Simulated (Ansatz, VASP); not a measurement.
# Two plane-wave programs on Zn

The input INCAR:

```
SYSTEM = Zn
ALGO = Normal ; EDIFF = 1E-8
ENCUT = 520 ; GGA = PE
ISIF = 2 ; ISMEAR = -1
LASPH = .TRUE. ; LCHARG = .FALSE.
LEFG = .TRUE. ; LREAL = .FALSE.
LWAVE = .FALSE. ; NBANDS = 19
NELM = 60 ; PREC = Accurate
SIGMA = 0.03
```

KPOINTS

```
k-points
0
G
  16 16 8
  0 0 0
```

File POSCAR:

```
Zn
1.0
    2.6647980532      0.0000000000      0.0000000000
   -1.3323990266      2.3077828100      0.0000000000
    0.0000000000      0.0000000000      4.9467000000
Zn
2
Direct
    0.3333333333      0.6666666667      0.2500000000
    0.6666666667      0.3333333333      0.7500000000
```

Input for Ansatz:

```yaml
crystal:
  lattice:
    - [2.6647980532, 0.0, 0.0]
    - [-1.3323990266, 2.30778281, 0.0]
    - [0.0, 0.0, 4.9467]
  atoms:
    - { symbol: Zn, position: [0.3333333333, 0.6666666667, 0.25] }
    - { symbol: Zn, position: [0.6666666667, 0.3333333333, 0.75] }
kpoints:
  mp_grid: { grid: [16, 16, 8] }
  band_path:
    path:
      - [0.0, 0.0, 0.0]
      - [0.5, 0.0, 0.0]
      - [0.3333333333, 0.3333333333, 0.0]
      - [0.0, 0.0, 0.0]
      - [0.0, 0.0, 0.5]
      - [0.5, 0.0, 0.5]
      - [0.3333333333, 0.3333333333, 0.5]
      - [0.0, 0.0, 0.5]
      - [0.5, 0.0, 0.5]
    npoints: 8
scf:
  occupations: { method: fermi_dirac, width: 0.03 }
hamiltonian:
  xc: pbe
  pseudopotentials: { kind: paw }
output:
  forces: true
  stress: true
  eigenvalues: true
  efg: { contact_densities: true }
  populations: true
  bader: true
  dos: { projected: true, de: 0.2, e_range: [-14, 8] }
```

Alike in both runs: task electric field gradients; functional PBE; k mesh 16 × 16 × 8; occupations fermi-dirac, width 0.03 eV; no spin polarisation.

```csv
,VASP,Ansatz
version,VASP 6.6.1,Ansatz 0.2.0
potentials or method,"VASP PAW PBE potentials, release 64 (Zn)","PAW with Ansatz's default frozen-core files, scalar-relativistic"
plane-wave cutoff (eV),520,420
valence electrons in the cell,24,24
```

Ansatz gave:

```
pressure (GPa)                                                : -0.5
traceless stress, the component that is largest in VASP (GPa) : -0.22
size of Vzz on the site where it differs most (V/Å²)          : 37.8
```

What did VASP give for the same quantities?

Pressure (GPa): -0.2; traceless stress, the component that is largest in VASP (GPa): -0.35; size of Vzz on the site where it differs most (V/Å²): 37.9.

The functional is the same, so the differences come from potentials, cutoffs and numerics.
